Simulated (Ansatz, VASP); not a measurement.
# One calculation of Ta2F, two programs

INCAR

```
SYSTEM = Ta2F
PREC = Accurate
ENCUT = 600
EDIFF = 1E-7
ISMEAR = 0
SIGMA = 0.1
LREAL = .FALSE.
LASPH = .TRUE.
NELM = 80
ALGO = Normal
ISIF = 3
LWAVE = .FALSE.
LCHARG = .FALSE.
GGA = PE
IBRION = 2
NSW = 100
EDIFFG = -0.01
```

The input KPOINTS:

```
Automatic mesh
0
G
  18 18 8
  0 0 0
```

The input POSCAR:

```
Ta2F
1.0
    2.8221356889      0.0000000000      0.0000000000
   -1.4110678445      2.4440411995      0.0000000000
    0.0000000000      0.0000000000      6.5500325884
Ta F
2 1
Direct
    0.3333333333      0.6666666667      0.6956284605
    0.6666666667      0.3333333333      0.3043715395
    0.0000000000      0.0000000000      0.0000000000
```

Input for Ansatz:

```yaml
crystal:
  lattice:
    - [2.8221356889, 0.0, 0.0]
    - [-1.4110678445, 2.4440411995, 0.0]
    - [0.0, 0.0, 6.5500325884]
  atoms:
    - { symbol: Ta, position: [0.3333333333, 0.6666666667, 0.6956284605] }
    - { symbol: Ta, position: [0.6666666667, 0.3333333333, 0.3043715395] }
    - { symbol: F, position: [0.0, 0.0, 0.0] }
basis:
  ecutwfc: 420
kpoints:
  mp_grid: { grid: [18, 18, 8] }
hamiltonian:
  xc: pbe
scf:
  occupations: { method: gaussian, width: 0.1 }
output:
  forces: true
  stress: true
  eigenvalues: true
  write_density: true
  write_potential: true
  elf: true
  volumetric_format: npy
relax:
  adjacent_minimum: "off"
  f_tol: 0.01
  max_steps: 80
  cell: { stress_tol: 0.05 }
```

Alike in both runs: task relaxation of cell and atoms; functional PBE; k mesh 18 × 18 × 8; occupations gaussian, width 0.1 eV; no spin polarisation.

```csv
,VASP,Ansatz
version,VASP 6.6.1,Ansatz 0.2.0
potentials or method,"VASP PAW PBE potentials, release 64 (Ta_pv, F), cutoff 600 eV","scalar-relativistic, plane waves, PAW"
valence electrons in the cell,29,33
```

|  | VASP | Ansatz | Ansatz less VASP |
| --- | --- | --- | --- |
| gap on the k mesh at the Fermi level, each at its own relaxed structure (eV) | none | none | - |
| relaxed volume (Å³/atom) | 15.25 | 15.26 | +0.005 |
| relaxed length of the cell vector where the two differ most in proportion (Å) | 6.513 | 6.516 | +0.0031 |

A gap of «none» marks a metal or a gap that the smearing closes. VASP's potentials hold 29 valence electrons a cell and Ansatz's 33, so a difference there can come from the potentials and not from the codes.

Spin-orbit coupling is off throughout.
